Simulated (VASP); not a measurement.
Set up this calculation in VASP 6.6.1, as the native input.

```yaml
Task: single point
Functional: r2SCAN
Potentials_or_basis: VASP PAW PBE potentials, release 64 (In_d)
Cutoff: 520 eV
k_mesh: 9 × 9 × 5
Occupations: fermi-dirac, width 0.05 eV
Spin: no spin polarisation
Dipole_correction: no
Further_INCAR_settings: ALGO = Normal; EDIFF = 1e-06; NBANDS = 20
```

The system is In.

```
In
1.0
     3.29041    0.00000    0.00000
    -1.64520    2.84957    0.00000
     0.00000    0.00000    5.43469
In
2
Direct
  0.66667 0.33333 0.75000
  0.33333 0.66667 0.25000
```

These files were run (other wordings do the same):

POSCAR

```
In
1.0
    3.2904051372      0.0000000000      0.0000000000
   -1.6452025686      2.8495744376      0.0000000000
    0.0000000000      0.0000000000      5.4346859154
In
2
Direct
    0.6666666667      0.3333333333      0.7500000000
    0.3333333333      0.6666666667      0.2500000000
```

INCAR.step1

```
SYSTEM = In
PREC = Accurate ; ENCUT = 520
ISMEAR = -1 ; SIGMA = 0.05
LREAL = .FALSE. ; LASPH = .TRUE.
NELM = 80 ; NBANDS = 20
GGA = PE ; ALGO = Normal
EDIFF = 1E-4 ; LWAVE = .TRUE.
LCHARG = .FALSE.
```

INCAR.step2

```
SYSTEM = In
PREC = Accurate ; ENCUT = 520
EDIFF = 1E-6 ; ISMEAR = -1
SIGMA = 0.05 ; LREAL = .FALSE.
LASPH = .TRUE. ; NELM = 80
ALGO = Normal ; ISIF = 2
LWAVE = .FALSE. ; LCHARG = .TRUE.
METAGGA = R2SCAN ; LMIXTAU = .TRUE.
LELF = .TRUE. ; LVHAR = .TRUE.
NBANDS = 20 ; ISTART = 1
```

KPOINTS

```
Automatic mesh
0
G
  9 9 5
  0 0 0
```

Potentials or basis: VASP PAW PBE potentials, release 64 (In_d).

The run is started by

```sh
$ cat potpaw_PBE.64/In_d/POTCAR > POTCAR
$ cp INCAR.step1 INCAR
$ mpirun -np 1 vasp_std > vasp.out
$ cp INCAR.step2 INCAR
$ mpirun -np 1 vasp_std > vasp.out
```

It gave:

| Item | Value |
| --- | --- |
| Pressure | 1.5 GPa |
| Band gap on the k mesh | zero (band 13 reaches 10.18 eV, above the bottom of band 14 at 5.74 eV) |

Caveat: the PAW data sets were made with another functional, which shifts forces and pressure a little; spin-orbit coupling is left out, which moves the levels of the heavy elements.

It took 70 s on 1 thread of Intel(R) Xeon(R) Platinum 8488C (Sapphire Rapids), with other jobs on the host, peak memory 0.17 GiB.
